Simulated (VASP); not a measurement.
# MnS (F-43m) in VASP: further runs, part 3 of 3

VASP 6.6.1.

**4. Single point, PBEsol, collinear spin, ferromagnetic start**

INCAR

```
SYSTEM = MnS
PREC     = Accurate       ! precision mode
ENCUT    = 520            ! plane-wave cutoff, eV
EDIFF    = 1E-6           ! SCF threshold, eV
ISMEAR   = -1             ! smearing method
SIGMA    = 0.05           ! smearing width, eV
LREAL    = .False.        ! projectors in reciprocal space
LASPH    = .True.         ! aspherical terms in the spheres
NELM     = 150            ! most SCF steps
ALGO     = Normal         ! electronic algorithm
ISIF     = 2              ! what is computed and relaxed
LWAVE    = .False.        ! write WAVECAR
LCHARG   = .False.        ! write CHGCAR
ISPIN    = 2              ! spin polarisation
MAGMOM   = 5 0            ! initial moments
LORBIT   = 11             ! projections on sites
NUPDOWN  = 5.0            ! fixed moment
LMAXMIX  = 4              ! l up to which the mixer works
GGA      = PS             ! functional
NBANDS   = 20             ! bands
```

KPOINTS

```
Automatic mesh
0
Gamma
  8 8 8
  0 0 0
```

POSCAR

```
MnS
1.0
    0.0000000000      2.4734634191      2.4734634191
    2.4734634191      0.0000000000      2.4734634191
    2.4734634191      2.4734634191      0.0000000000
Mn S
1 1
Direct
    0.0000000000      0.0000000000      0.0000000000
    0.7500000000      0.7500000000      0.7500000000
```

Potentials or basis: VASP PAW PBE potentials, release 64 (Mn_pv, S).

On the command line:

```bash
> cat potpaw_PBE.64/Mn_pv/POTCAR potpaw_PBE.64/S/POTCAR > POTCAR
> mpirun -np 1 vasp_std > vasp.out
```

OUTCAR:

```text
SYSTEM = MnS
   PREC = Accurate
   ENCUT = 520
   EDIFF = 1E-6
   ISMEAR = -1
   LREAL = .False.
   LASPH = .True.
   NELM = 150
   ISIF = 2
   ISPIN = 2
   LORBIT = 11
   NUPDOWN = 5.0
   GGA = PS

 ion  position               nearest neighbor table
   1  0.000  0.000  0.000-   2 2.14   2 2.14   2 2.14   2 2.14
   2  0.750  0.750  0.750-   1 2.14   1 2.14   1 2.14   1 2.14

  LATTYP: Found a face centered cubic cell.
 ALAT       =     4.9469268382

  Lattice vectors:

 A1 = (   0.0000000000,   2.4734634191,   2.4734634191)
 A2 = (   2.4734634191,   0.0000000000,   2.4734634191)
 A3 = (   2.4734634191,   2.4734634191,   0.0000000000)

Analysis of symmetry for initial positions (statically):
=====================================================================
 Subroutine PRICEL returns:
 Original cell was already a primitive cell.

 Routine SETGRP: Setting up the symmetry group for a
 face centered cubic supercell.

 Subroutine GETGRP returns: Found 24 space group operations
 (whereof 24 operations were pure point group operations)
 out of a pool of 48 trial point group operations.

[... 1291 lines left out ...]
     20      26.9606      0.00000

 [... further k-points ...]

------------------------ aborting loop because EDIFF is reached ----------------------------------------

  FORCE on cell =-STRESS in cart. coord.  units (eV):
  Direction    XX          YY          ZZ          XY          YZ          ZX
  --------------------------------------------------------------------------------------
  -------------------------------------------------------------------------------------
  Total       10.0264809     10.0264809     10.0264809      0.0000000     -0.0000000     -0.0000000
  in kB      530.7776698    530.7776698    530.7776698      0.0000000     -0.0000000     -0.0000000
  external PRESSURE =     530.7776698 kB  Pullay stress =       0.0000000 kB

 VOLUME and BASIS-vectors are now :
 -----------------------------------------------------------------------------
  energy-cutoff  :      520.00
  volume of cell :       30.27
      direct lattice vectors                 reciprocal lattice vectors
     0.000000000  2.473463419  2.473463419    -0.202145702  0.202145702  0.202145702
     2.473463419  0.000000000  2.473463419     0.202145702 -0.202145702  0.202145702
     2.473463419  2.473463419  0.000000000     0.202145702  0.202145702 -0.202145702

 POSITION                                       TOTAL-FORCE (eV/Angst)
 -----------------------------------------------------------------------------------
      0.00000      0.00000      0.00000        -0.000000     -0.000000      0.000000
      3.71020      3.71020      3.71020         0.000000      0.000000     -0.000000
 -----------------------------------------------------------------------------------
    total drift:                               -0.000000     -0.000000     -0.000001

  FREE ENERGIE OF THE ION-ELECTRON SYSTEM (eV)
  ---------------------------------------------------
  free  energy   TOTEN  =       -13.1760994259 eV

  energy  without entropy=      -13.1760929212  energy(sigma->0) =      -13.17609617

 total charge

# of ion       s       p       d       tot
------------------------------------------
    1        0.375   6.437   5.094  11.906
    2        1.320   2.616   0.000   3.936
--------------------------------------------------
tot          1.695   9.053   5.094  15.843

 magnetization (x)

# of ion       s       p       d       tot
------------------------------------------
    1        0.062   0.144   3.957   4.163
    2        0.013   0.184   0.000   0.197
--------------------------------------------------
tot          0.075   0.328   3.957   4.360
```

Run time: 23 s. Hardware: 1 thread of Intel Xeon Platinum 8559C (Emerald Rapids), shared host; peak memory 0.18 GiB.

Results:

* Free energy: -13.1761 eV
* Pressure: 53.1 GPa
* Net moment: 5.00 μB per cell
* Site moments: Mn +4.16; S +0.20 μB
* Valence electrons inside the program's atomic spheres: Mn 11.91; S 3.94

Caveat: the cell stands under pressure; the PAW data sets were made with another functional, which shifts forces and pressure a little; the total moment is fixed, so each spin has its own Fermi level; a cell with one magnetic atom can't hold antiferromagnetic order, which such compounds often take.

**5. Single point, PBEsol, collinear spin, ferromagnetic start**

INCAR

```
ALGO = Normal
EDIFF = 1E-6
ENCUT = 520
GGA = PS
ISIF = 2
ISMEAR = -1
ISPIN = 2
LASPH = T
LCHARG = F
LMAXMIX = 4
LORBIT = 11
LREAL = F
LWAVE = F
MAGMOM = 6 0
NBANDS = 20
NELM = 150
NUPDOWN = 6.0
PREC = Accurate
SIGMA = 0.05
```

KPOINTS

```
k-points
0
Gamma
  8 8 8
```

POSCAR is that of step 4.

Potentials or basis: VASP PAW PBE potentials, release 64 (Mn_pv, S).

On the command line:

```bash
> cat potpaw_PBE.64/Mn_pv/POTCAR potpaw_PBE.64/S/POTCAR > POTCAR
> mpirun -np 1 vasp_std > vasp.out
```

OUTCAR:

```text
EDIFF = 1E-6
   ENCUT = 520
   GGA = PS
   ISIF = 2
   ISMEAR = -1
   ISPIN = 2
   LASPH = T
   LORBIT = 11
   LREAL = F
   NELM = 150
   NUPDOWN = 6.0
   PREC = Accurate

 ion  position               nearest neighbor table
   1  0.000  0.000  0.000-   2 2.14   2 2.14   2 2.14   2 2.14
   2  0.750  0.750  0.750-   1 2.14   1 2.14   1 2.14   1 2.14

  LATTYP: Found a face centered cubic cell.
 ALAT       =     4.9469268382

  Lattice vectors:

[... 1319 lines left out ...]
  external PRESSURE =     694.8658475 kB  Pullay stress =       0.0000000 kB

 VOLUME and BASIS-vectors are now :
 -----------------------------------------------------------------------------
  energy-cutoff  :      520.00
  volume of cell :       30.27
      direct lattice vectors                 reciprocal lattice vectors
     0.000000000  2.473463419  2.473463419    -0.202145702  0.202145702  0.202145702
     2.473463419  0.000000000  2.473463419     0.202145702 -0.202145702  0.202145702
     2.473463419  2.473463419  0.000000000     0.202145702  0.202145702 -0.202145702

 POSITION                                       TOTAL-FORCE (eV/Angst)
 -----------------------------------------------------------------------------------
      0.00000      0.00000      0.00000        -0.000000      0.000000     -0.000000
      3.71020      3.71020      3.71020         0.000000     -0.000000      0.000000
 -----------------------------------------------------------------------------------
    total drift:                               -0.000001     -0.000001     -0.000001

  FREE ENERGIE OF THE ION-ELECTRON SYSTEM (eV)
  ---------------------------------------------------
  free  energy   TOTEN  =        -9.0834491844 eV

  energy  without entropy=       -9.0488688214  energy(sigma->0) =       -9.06615900

 total charge

# of ion       s       p       d       tot
------------------------------------------
    1        0.390   6.430   5.055  11.875
    2        1.377   2.466   0.000   3.844
--------------------------------------------------
tot          1.768   8.897   5.055  15.719

 magnetization (x)

# of ion       s       p       d       tot
------------------------------------------
    1        0.078   0.205   4.127   4.410
    2        0.065   0.446   0.000   0.510
--------------------------------------------------
tot          0.143   0.650   4.127   4.920
```

Wall time 23 s (1 thread of Intel Xeon Platinum 8559C (Emerald Rapids), shared host); peak memory 0.18 GiB.

What came out:

```
Free energy                                           : -9.0834 eV
Pressure                                              : 69.5 GPa
Net moment                                            : 6.00 μB per cell
Site moments                                          : Mn +4.41; S +0.51 μB
Valence electrons inside the program's atomic spheres : Mn 11.88; S 3.84
```

Caveat: the cell stands under pressure; the PAW data sets were made with another functional, which shifts forces and pressure a little; the total moment is fixed, so each spin has its own Fermi level; a cell with one magnetic atom can't hold antiferromagnetic order, which such compounds often take.

**6. Single point, PBEsol, collinear spin, ferromagnetic start**

INCAR

```
PREC = Accurate ; ENCUT = 520
EDIFF = 1E-7 ; ISMEAR = -1
SIGMA = 0.05 ; LREAL = F
LASPH = T ; NELM = 150
ALGO = Normal ; ISIF = 2
LWAVE = F ; LCHARG = T
ISPIN = 2 ; MAGMOM = 8 0
LORBIT = 11 ; NUPDOWN = 8.0
LMAXMIX = 4 ; GGA = PS
LELF = T ; LVHAR = T
NBANDS = 20
```

KPOINTS

```
Automatic mesh
0
Gamma
  8 8 8
```

POSCAR is that of step 5.

Potentials or basis: VASP PAW PBE potentials, release 64 (Mn_pv, S).

On the command line:

```bash
> cat potpaw_PBE.64/Mn_pv/POTCAR potpaw_PBE.64/S/POTCAR > POTCAR
> mpirun -np 1 vasp_std > vasp.out
```

It took 28 s on 1 thread of Intel Xeon Platinum 8559C (Emerald Rapids), shared host; peak memory 0.18 GiB.

It converged, with:

```yaml
Free_energy: 0.2527 eV
Pressure: 102.3 GPa
Net_moment: 8.00 μB per cell
Site_moments: Mn +4.96; S +1.10 μB
Valence_electrons_inside_the_program's_atomic_spheres: Mn 11.82; S 3.60
```

Caveat: the cell stands under pressure; the PAW data sets were made with another functional, which shifts forces and pressure a little; the total moment is fixed, so each spin has its own Fermi level; a cell with one magnetic atom can't hold antiferromagnetic order, which such compounds often take.

**7. The runs side by side**

| fixed moment (μB) | pressure (GPa) | moment (μB) |
| --- | --- | --- |
| 3.0 | 18.0 | 3.00 |
| 4.0 | 32.6 | 4.00 |
| 5.0 | 53.1 | 5.00 |
| 6.0 | 69.5 | 6.00 |
| 8.0 | 102.3 | 8.00 |

Alike in all rows: task single point; level PBEsol; potentials or basis VASP PAW PBE potentials, release 64 (Mn_pv, S); spin collinear, ferromagnetic start; cell as given; k mesh 8 × 8 × 8; cutoff (eV) 520; smearing fermi-dirac 0.05 eV.

Caveats: the cell stands under pressure; the PAW data sets were made with another functional, which shifts forces and pressure a little; the total moment is fixed, so each spin has its own Fermi level; a cell with one magnetic atom can't hold antiferromagnetic order, which such compounds often take.

Absolute energies hang on the potentials; compare differences alone.
